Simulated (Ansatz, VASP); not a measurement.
Li in VASP and in Ansatz

INCAR

```
SYSTEM = Li
PREC     = Accurate       ! precision mode
ENCUT    = 520            ! plane-wave cutoff, eV
EDIFF    = 1E-8           ! SCF threshold, eV
ISMEAR   = -1             ! smearing method
SIGMA    = 0.08           ! smearing width, eV
LREAL    = .FALSE.        ! projectors in reciprocal space
LASPH    = .TRUE.         ! aspherical terms in the spheres
NELM     = 80             ! most SCF steps
ALGO     = Normal         ! electronic algorithm
ISIF     = 2              ! what is computed and relaxed
LWAVE    = .FALSE.        ! write WAVECAR
LCHARG   = .FALSE.        ! write CHGCAR
LEFG     = .TRUE.       
NBANDS   = 12             ! bands
```

Contents of KPOINTS:

```
Automatic mesh
0
G
  12 12 12
  0 0 0
```

File POSCAR:

```
Li
1.0
    1.5809086266      0.9127380211      7.7371279804
   -1.5809086266      0.9127380211      7.7371279804
    0.0000000000     -1.8254760423      7.7371279804
Li
3
Direct
    0.0000000000      0.0000000000      0.0000000000
    0.2220000000      0.2220000000      0.2220000000
    0.7780000000      0.7780000000      0.7780000000
```

Input for Ansatz:

```yaml
crystal:
  lattice:
    - [1.5809086266, 0.9127380211, 7.7371279804]
    - [-1.5809086266, 0.9127380211, 7.7371279804]
    - [0.0, -1.8254760423, 7.7371279804]
  atoms:
    - { symbol: Li, position: [0.0, 0.0, 0.0] }
    - { symbol: Li, position: [0.222, 0.222, 0.222] }
    - { symbol: Li, position: [0.778, 0.778, 0.778] }
kpoints:
  mp_grid: { grid: [12, 12, 12] }
scf:
  occupations: { method: fermi_dirac, width: 0.08 }
hamiltonian:
  xc: lda
  pseudopotentials: { kind: all_electron, datasets: crystal }
output:
  forces: true
  stress: true
  eigenvalues: true
  efg: { contact_densities: true }
```

Change from the starting cell: volume scaled by 1.06, crystal datasets.

Alike in both runs: task electric field gradients; functional LDA; k mesh 12 × 12 × 12; occupations fermi-dirac, width 0.08 eV; no spin polarisation.

```csv
,VASP,Ansatz
version,VASP 6.6.1,Ansatz 0.2.0
potentials or method,"VASP PAW LDA potentials, release 64 (Li_sv), cutoff 520 eV","all-electron PAW with datasets made for the crystal, scalar-relativistic"
```

|  | VASP | Ansatz | Ansatz less VASP |
| --- | --- | --- | --- |
| rms of the force components (eV/Å) | 0.003 | 0.003 | 0.0000 |

LDA's correlation is that of Perdew and Zunger in VASP and of Perdew and Wang (1992) in Ansatz. Atom by atom the forces differ by 0.000 eV/Å (rms over components). Ansatz ran all-electron here, and VASP with PAW potentials. Ansatz's warnings: printed levels off.

Noted on VASP's run: the cutoff is short for stress, so the pressure is rough.
